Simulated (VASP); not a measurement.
# Ti2TeAs2 (I4/mmm) in VASP: notebook

Ti2TeAs2 is run at these levels: PBE; tasks: single point.

Program: VASP 6.6.1. These are calculated values, not measurements. Logs are shortened: lines on timing, memory, paths and dates and some standing lists are left out, and cuts for length are marked.

## Step 1: The cell of the first run

The structure is tetragonal, space group I4/mmm (No. 139). The conventional cell has a = 4.416 Å, b = 4.416 Å, c = 11.468 Å, α = 90.00°, β = 90.00°, γ = 90.00°. Within 3.7 Å of Ti (site symmetry -4m2) lie 4 As at 2.69 Å and 4 Ti at 3.12 Å and 4 Te at 3.62 Å. Te (site symmetry 4/mmm) has 10 As at 3.40 to 4.40 Å and 8 Ti at 3.62 Å and 4 Te at 4.42 Å within 4.5 Å. Within 3.5 Å of As (site symmetry 4mm) lie 1 As at 2.68 Å and 4 Ti at 2.69 Å and 4 Te at 3.40 Å.

The cell was generated, and may not be a known phase.

## Step 2: Single point, PBE

Contents of INCAR:

```
SYSTEM = Ti2TeAs2
  PREC = Accurate
  ENCUT = 520
  EDIFF = 1E-7
  ISMEAR = 0
  SIGMA = 0.1
  LREAL = .FALSE.
  LASPH = .TRUE.
  NELM = 60
  ALGO = Normal
  ISIF = 2
  LWAVE = .FALSE.
  LCHARG = .FALSE.
  GGA = PE
  NBANDS = 28
```

Contents of KPOINTS:

```
regular mesh
0
G
  6 6 6
  0 0 0
```

Contents of POSCAR:

```
Ti2TeAs2
1.0
   -2.2080158500      2.2080158500      5.7341587300
    2.2080158500     -2.2080158500      5.7341587300
    2.2080158500      2.2080158500     -5.7341587300
Ti Te As
2 1 2
Direct
    0.7500000000      0.2500000000      0.5000000000
    0.2500000000      0.7500000000      0.5000000000
    0.0000000000      0.0000000000      0.0000000000
    0.6166755600      0.6166755600      0.0000000000
    0.3833244400      0.3833244400      0.0000000000
```

Potentials or basis: VASP PAW PBE potentials, release 64 (Ti_sv, Te, As).

Command:

```sh
> cat potpaw_PBE.64/Ti_sv/POTCAR potpaw_PBE.64/Te/POTCAR potpaw_PBE.64/As/POTCAR > POTCAR
> mpirun -np 1 vasp_std > vasp.out
```

OUTCAR:

```text
SYSTEM = Ti2TeAs2
   PREC = Accurate
   ENCUT = 520
   EDIFF = 1E-7
   ISMEAR = 0
   LREAL = .FALSE.
   LASPH = .TRUE.
   NELM = 60
   ISIF = 2
   GGA = PE

 ion  position               nearest neighbor table
   1  0.750  0.250  0.500-   5 2.69   4 2.69   5 2.69   4 2.69
   2  0.250  0.750  0.500-   5 2.69   4 2.69   5 2.69   4 2.69
   3  0.000  0.000  0.000-
   4  0.617  0.617  0.000-   5 2.68   1 2.69   2 2.69   1 2.69   2 2.69
   5  0.383  0.383  0.000-   4 2.68   2 2.69   1 2.69   2 2.69   1 2.69

  LATTYP: Found a body centered tetragonal cell.
 ALAT       =     4.4160317000
 C/A-ratio  =     2.5969735362

  Lattice vectors:

 A1 = (  -2.2080158500,   2.2080158500,   5.7341587300)
 A2 = (   2.2080158500,  -2.2080158500,   5.7341587300)
 A3 = (   2.2080158500,   2.2080158500,  -5.7341587300)

Analysis of symmetry for initial positions (statically):
=====================================================================
 Subroutine PRICEL returns:
 Original cell was already a primitive cell.

 Routine SETGRP: Setting up the symmetry group for a
 body centered tetragonal supercell.

 Subroutine GETGRP returns: Found 16 space group operations
 (whereof 16 operations were pure point group operations)
 out of a pool of 16 trial point group operations.

The static configuration has the point symmetry D_4h.

Analysis of symmetry for dynamics (positions and initial velocities):
=====================================================================
 Subroutine PRICEL returns:
 Original cell was already a primitive cell.

 Routine SETGRP: Setting up the symmetry group for a
 body centered tetragonal supercell.

 Subroutine GETGRP returns: Found 16 space group operations
 (whereof 16 operations were pure point group operations)
 out of a pool of 16 trial point group operations.

The dynamic configuration has the point symmetry D_4h.

 Subroutine INISYM returns: Found 16 space group operations
 (whereof 16 operations are pure point group operations),
 and found     1 'primitive' translations

----------------------------------------------------------------------------------------

                                     Primitive cell

  volume of cell :     111.8238

  direct lattice vectors                    reciprocal lattice vectors
    -2.208015850  2.208015850  5.734158730     0.000000000  0.226447650  0.087196749
     2.208015850 -2.208015850  5.734158730     0.226447650  0.000000000  0.087196749
     2.208015850  2.208015850 -5.734158730     0.226447650  0.226447650  0.000000000

  length of vectors
     6.529260626  6.529260626  6.529260626     0.242655746  0.242655746  0.320245338

  position of ions in fractional coordinates (direct lattice)
     0.750000000  0.250000000  0.500000000
     0.250000000  0.750000000  0.500000000
     0.000000000  0.000000000  0.000000000
     0.616675560  0.616675560  0.000000000
     0.383324440  0.383324440  0.000000000

  ion indices of the primitive-cell ions
   primitive index   ion index
                 1           1
                 2           2
                 3           3
                 4           4
                 5           5

----------------------------------------------------------------------------------------

 KPOINTS: regular mesh

Automatic generation of k-mesh.
 Grid dimensions read from file:
 generate k-points for:    6    6    6

 Generating k-lattice:

  Cartesian coordinates                     Fractional coordinates (reciprocal lattice)
     0.000000000  0.037741275  0.014532792     0.166666667  0.000000000  0.000000000
     0.037741275  0.000000000  0.014532792     0.000000000  0.166666667  0.000000000
     0.037741275  0.037741275  0.000000000     0.000000000  0.000000000  0.166666667

  Length of vectors
     0.040442624  0.040442624  0.053374223

  Shift w.r.t. Gamma in fractional coordinates (k-lattice)
     0.000000000  0.000000000  0.000000000

 Subroutine IBZKPT returns following result:
 ===========================================

 Found     30 irreducible k-points:

 Following reciprocal coordinates:
            Coordinates               Weight
  0.000000  0.000000  0.000000      1.000000
  0.166667 -0.000000  0.000000      8.000000
  0.333333 -0.000000  0.000000      8.000000
  0.500000 -0.000000  0.000000      4.000000
  0.166667  0.166667  0.000000      8.000000
  0.333333  0.166667  0.000000     16.000000
[... 16 lines left out ...]
 -0.333333 -0.333333  0.166667      8.000000
 -0.166667 -0.333333  0.166667      8.000000
 [... further k-points ...]
   k-points           NKPTS =     30   k-points in BZ     NKDIM =     30   number of bands    NBANDS=     28
   number of dos      NEDOS =    301   number of ions     NIONS =      5
   total plane-waves  NPLWV = 125000
   dimension x,y,z NGX =    50 NGY =   50 NGZ =   50
   dimension x,y,z NGXF=   100 NGYF=  100 NGZF=  100
   ions per type =               2   1   2
   NGX,Y,Z   is equivalent  to a cutoff of  12.73, 12.73, 12.73 a.u.
   NGXF,Y,Z  is equivalent  to a cutoff of  25.46, 25.46, 25.46 a.u.
 SYSTEM =  Ti2TeAs2
   PREC   = accura    normal or accurate (medium, high low for compatibility)
   ISTART =      0    job   : 0-new  1-cont  2-samecut
   ICHARG =      2    charge: 1-file 2-atom 10-const
   ISPIN  =      1    spin polarized calculation?
   LNONCOLLINEAR =      F non collinear calculations
   LSORBIT =      F    spin-orbit coupling
   LASPH  =      T    aspherical Exc in radial PAW
   ENCUT  =  520.0 eV  38.22 Ry    6.18 a.u.  12.14 12.14 12.14*2*pi/ulx,y,z
   NELM   =     60;   NELMIN=  2; NELMDL= -5     # of ELM steps
   EDIFF  = 0.1E-06   stopping-criterion for ELM
   LREAL  =      F    real-space projection
   EDIFFG = 0.1E-05   stopping-criterion for IOM
   NSW    =      0    number of steps for IOM
   IBRION =     -1    ionic relax: 0-MD 1-quasi-New 2-CG
   NFREE  =      0    steps in history (QN), initial steepest desc. (CG)
   ISIF   =      2    stress and relaxation
   ISYM   =      2    0-nonsym 1-usesym 2-fastsym
   POTIM  = 0.5000    time-step for ionic-motion
   TEBEG  =    0.0;   TEEND  =   0.0 temperature during run
   PSTRESS=    0.0 pullay stress
   NELECT =      40.0000    total number of electrons
   NUPDOWN=      -1.0000    fix difference up-down
   EMIN   =  10.00;   EMAX   =-10.00  energy-range for DOS
   EFERMI =   0.00;   METHOD = LEGACY
   ISMEAR =     0;   SIGMA  =   0.10  broadening in eV -4-tet -1-fermi 0-gaus
   EFERMI_NEDOS =   21; number of points for ismear=-14 and -15
   IALGO  =     38    algorithm
   IMIX   =      4    mixing-type and parameters
     AMIX     =   0.40;   BMIX     =  1.00
     AMIX_MAG =   1.60;   BMIX_MAG =  1.00
  volume/ion in A,a.u.               =      22.36       150.92
  Fermi-wavevector in a.u.,A,eV,Ry     =   1.162118  2.196084 18.374909  1.350518
  Thomas-Fermi vector in A             =   2.298682
   LORBIT       =      0    0 simple, 1 ext, 2 COOP (PROOUT), +10 PAW based schemes
   GGA     = PE    functional components
   LHFCALC =     F    Hartree Fock is set to
   AEXX    =    0.0000 exact exchange contribution
   IVDW    =     0    specifies the selected vdW correction
   LEPSILON=     F    determine dielectric tensor
   LRPA    =     F    only Hartree local field effects (RPA)
 non-spin polarized calculation
 Gauss-broadening in eV      SIGMA  =   0.10
  energy-cutoff  :      520.00
  volume of cell :      111.82
 maximum number of plane-waves:      3044
 NGX is ok and might be reduce to    50
   NGX = 25   NGY = 25   NGZ = 25

 number of electron      40.0000005 magnetization

 Free energy of the ion-electron system (eV)
  ---------------------------------------------------
  ext. energy  EPLUGINS =         0.00000000
  ---------------------------------------------------
  free energy    TOTEN  =       -29.06244256 eV

  energy without entropy =      -29.02329837  energy(sigma->0) =      -29.04287047

 E-fermi :   6.3803     XC(G=0): -10.2721

 val. band max:        6.3684744812   @ k =  -0.3333   0.1667  -0.0000
 cond. band min:       6.3803511844   @ k =   0.1667   0.1667   0.1667
 fundamental gap:      0.0118767032
 Fermi energy:         6.3802666548

 k-point     1 :       0.0000    0.0000    0.0000
  band No.  band energies     occupation
      1     -50.9541      2.00000
      2     -50.9201      2.00000
      3     -27.3451      2.00000
      4     -27.3031      2.00000
      5     -27.1992      2.00000
      6     -27.1992      2.00000
[... 20 lines left out ...]
     27       9.0432      0.00000
     28       9.1933      0.00000

 k-point     2 :       0.1667   -0.0000    0.0000
  band No.  band energies     occupation
      1     -50.9518      2.00000
      2     -50.9224      2.00000
      3     -27.3421      2.00000
      4     -27.3058      2.00000
      5     -27.1900      2.00000
      6     -27.1886      2.00000
[... 20 lines left out ...]
     27       8.8858      0.00000
     28       8.9224      0.00000

 k-point     3 :       0.3333   -0.0000    0.0000
  band No.  band energies     occupation
      1     -50.9455      2.00000
      2     -50.9285      2.00000
      3     -27.3342      2.00000
      4     -27.3132      2.00000
      5     -27.1638      2.00000
      6     -27.1596      2.00000
[... 20 lines left out ...]
     27       8.5045      0.00000
     28       8.8258      0.00000

 k-point     4 :       0.5000   -0.0000    0.0000
  band No.  band energies     occupation
      1     -50.9370      2.00000
      2     -50.9370      2.00000
      3     -27.3235      2.00000
      4     -27.3235      2.00000
      5     -27.1257      2.00000
      6     -27.1257      2.00000
[... 578 lines left out ...]
     27       8.6983      0.00000
     28       9.0427      0.00000

 k-point    23 :      -0.3333   -0.3333    0.1667
  band No.  band energies     occupation
      1     -50.9498      2.00000
      2     -50.9243      2.00000
      3     -27.3397      2.00000
      4     -27.3080      2.00000
      5     -27.2058      2.00000
      6     -27.1557      2.00000
[... 20 lines left out ...]
     27       9.0084      0.00000
     28       9.1097      0.00000

 k-point    24 :      -0.1667   -0.3333    0.1667
  band No.  band energies     occupation
      1     -50.9518      2.00000
      2     -50.9224      2.00000
      3     -27.3422      2.00000
      4     -27.3057      2.00000
      5     -27.1900      2.00000
      6     -27.1886      2.00000
[... 20 lines left out ...]
     27       9.0205      0.00000
     28       9.1407      0.00000

 [... further k-points ...]
[... 5 lines left out ...]
  --------------------------------------------------------------------------------------
  -------------------------------------------------------------------------------------
  Total       -1.3019075     -1.3019075     -9.5532071      0.0000000      0.0000000      0.0000000
  in kB      -18.6533413    -18.6533413   -136.8754942      0.0000000      0.0000000      0.0000000
  external PRESSURE =     -58.0607256 kB  Pullay stress =       0.0000000 kB

 VOLUME and BASIS-vectors are now :
 -----------------------------------------------------------------------------
  energy-cutoff  :      520.00
  volume of cell :      111.82
      direct lattice vectors                 reciprocal lattice vectors
    -2.208015850  2.208015850  5.734158730     0.000000000  0.226447650  0.087196749
     2.208015850 -2.208015850  5.734158730     0.226447650  0.000000000  0.087196749
     2.208015850  2.208015850 -5.734158730     0.226447650  0.226447650  0.000000000

 POSITION                                       TOTAL-FORCE (eV/Angst)
 -----------------------------------------------------------------------------------
      0.00000      2.20802      2.86708        -0.000000     -0.000000     -0.000000
      2.20802      0.00000      2.86708        -0.000000     -0.000000      0.000000
      0.00000      0.00000      0.00000        -0.000000     -0.000000      0.000000
      0.00000      0.00000      7.07223         0.000000      0.000000      1.381655
      0.00000      0.00000      4.39609        -0.000000     -0.000000     -1.381655
 -----------------------------------------------------------------------------------
    total drift:                               -0.000000      0.000000      0.000000

  FREE ENERGIE OF THE ION-ELECTRON SYSTEM (eV)
  ---------------------------------------------------
  free  energy   TOTEN  =       -29.0624425577 eV

  energy  without entropy=      -29.0232983725  energy(sigma->0) =      -29.04287047
```

It took 2.8 min on 1 thread of Intel Xeon 6975P-C (Granite Rapids), shared host; peak memory 0.41 GiB.

Results:

```yaml
Free_energy: -29.0624 eV
Pressure: -5.8 GPa
Largest_force: 1.382 eV/Å
Band_gap_on_the_k_mesh: zero (bands 20 and 21 overlap by 0.44 eV)
```

Forces in eV/Å, atoms in the order of the input:
```
Ti   0.000  0.000  0.000
Ti   0.000  0.000  0.000
Te   0.000  0.000  0.000
As   0.000  0.000  1.382
As   0.000  0.000 -1.382
```

Caveat: the stress differs along the axes, from -14 to -2 GPa; spin-orbit coupling is left out, which moves the levels of the heavy elements; forces of over 1 eV/Å act on the atoms, so gaps and moduli don't describe the material at rest.

## Step 3: Single point, PBE

This run uses another cell than the first one, of 20.21 Å³/atom.

Contents of INCAR:

```
ALGO = Normal ; EDIFF = 1E-6
ENCUT = 520 ; GGA = PE
ISIF = 2 ; ISMEAR = 0
LASPH = True ; LCHARG = False
LREAL = False ; LWAVE = False
NBANDS = 28 ; NELM = 80
PREC = Accurate ; SIGMA = 0.1
```

Contents of KPOINTS:

```
k-points
0
Gamma
  12 12 12
```

Contents of POSCAR:

```
Ti2TeAs2
1.0
   -2.3775435417      2.3775435417      4.4694573350
    2.3775435417     -2.3775435417      4.4694573350
    2.3775435417      2.3775435417     -4.4694573350
Ti Te As
2 1 2
Direct
    0.7500000000      0.2500000000      0.5000000000
    0.2500000000      0.7500000000      0.5000000000
    0.0000000000      0.0000000000      0.0000000000
    0.6402295093      0.6402295093      0.0000000000
    0.3597704907      0.3597704907      0.0000000000
```

Potentials or basis: VASP PAW PBE potentials, release 64 (Ti_sv, Te, As).

Command:

```sh
> cat potpaw_PBE.64/Ti_sv/POTCAR potpaw_PBE.64/Te/POTCAR potpaw_PBE.64/As/POTCAR > POTCAR
> mpirun -np 1 vasp_std > vasp.out
```

Run time: 7.5 min. Hardware: 1 thread of Intel Xeon 6975P-C (Granite Rapids), shared host; peak memory 0.59 GiB.

The run converged. Its results:

```yaml
Free_energy: -30.7589 eV
Pressure: 0.1 GPa
Largest_force: 0.008 eV/Å
Band_gap_on_the_k_mesh: zero (bands 20 and 21 overlap by 1.04 eV)
```

Forces in eV/Å, atoms in the order of the input:
```
Ti   0.000  0.000  0.000
Ti   0.000  0.000  0.000
Te   0.000  0.000  0.000
As   0.000  0.000  0.008
As   0.000  0.000 -0.008
```

Levels at points of the mesh, in eV from the Fermi level:
| k point | band 18 | band 19 | band 20 | band 21 | band 22 | band 23 |
| --- | --- | --- | --- | --- | --- | --- |
| (0.00, 0.00, 0.00) | -1.25 | -0.42 | -0.42 | 0.86 | 0.86 | 0.97 |
| (0.50, 0.00, 0.00) | -1.65 | -1.16 | -0.59 | -0.23 | 0.37 | 1.12 |
| (0.50, 0.50, 0.00) | -1.74 | -1.46 | 0.56 | 0.62 | 0.73 | 0.87 |
| (0.50, 0.50, 0.50) | -1.13 | -1.06 | -1.06 | -0.47 | -0.34 | 1.02 |

Caveat: spin-orbit coupling is left out, which moves the levels of the heavy elements.
